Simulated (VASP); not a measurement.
A run of VASP 6.6.1 is set up as follows.

File INCAR:

```
PREC     = Accurate       # precision mode
ENCUT    = 600            # plane-wave cutoff, eV
EDIFF    = 1E-7           # SCF threshold, eV
ISMEAR   = 0              # smearing method
SIGMA    = 0.02           # smearing width, eV
LREAL    = F              # projectors in reciprocal space
LASPH    = T              # aspherical terms in the spheres
NELM     = 100            # most SCF steps
ALGO     = Normal         # electronic algorithm
ISIF     = 4              # what is computed and relaxed
LWAVE    = F              # write WAVECAR
LCHARG   = F              # write CHGCAR
GGA      = PE             # functional
IBRION   = 2              # ionic algorithm
NSW      = 50             # ionic steps
EDIFFG   = -0.01          # ionic threshold
```

The input KPOINTS:

```
regular mesh
0
Gamma
  12 12 6
```

File POSCAR:

```
SiF
1.0
    4.0243053896      0.0000000000      0.0000000000
   -2.0121526948      3.4851507000      0.0000000000
    0.0000000000      0.0000000000      6.7048845843
Si F
2 2
Direct
    0.6666666667      0.3333333333      0.9472809920
    0.3333333333      0.6666666667      0.0527190080
    0.6666666667      0.3333333333      0.7014628888
    0.3333333333      0.6666666667      0.2985371112
```

Potentials or basis: VASP PAW PBE potentials, release 64 (Si, F).

Run with:

```console
$ cat potpaw_PBE.64/Si/POTCAR potpaw_PBE.64/F/POTCAR > POTCAR
$ mpirun -np 1 vasp_std > vasp.out
```

Q: Predict the band gap on the k mesh.

A: 0.62 eV.

The path:
```tsv
step	energy change (eV)	largest force (eV/Å)	pressure (GPa)	volume (Å³)
1	0.0000	0.4191	-2.13	94.04
2	0.0172	0.9441	-0.27	94.04
3	-0.0037	0.1582	-1.62	94.04
4	-0.0068	0.0893	-1.45	94.04
5	-0.0101	0.1045	-1.04	94.04
6	-0.0131	0.0626	-0.82	94.04
7	-0.0169	0.1016	-0.17	94.04
8	-0.0078	0.4967	-0.86	94.04
9	-0.0172	0.0232	-0.29	94.04
10	-0.0172	0.0213	-0.29	94.04
11	-0.0173	0.0071	-0.31	94.04
```

Caveat: semilocal functionals underestimate gaps, and a narrow one can read as zero. A k mesh can miss the band edges.
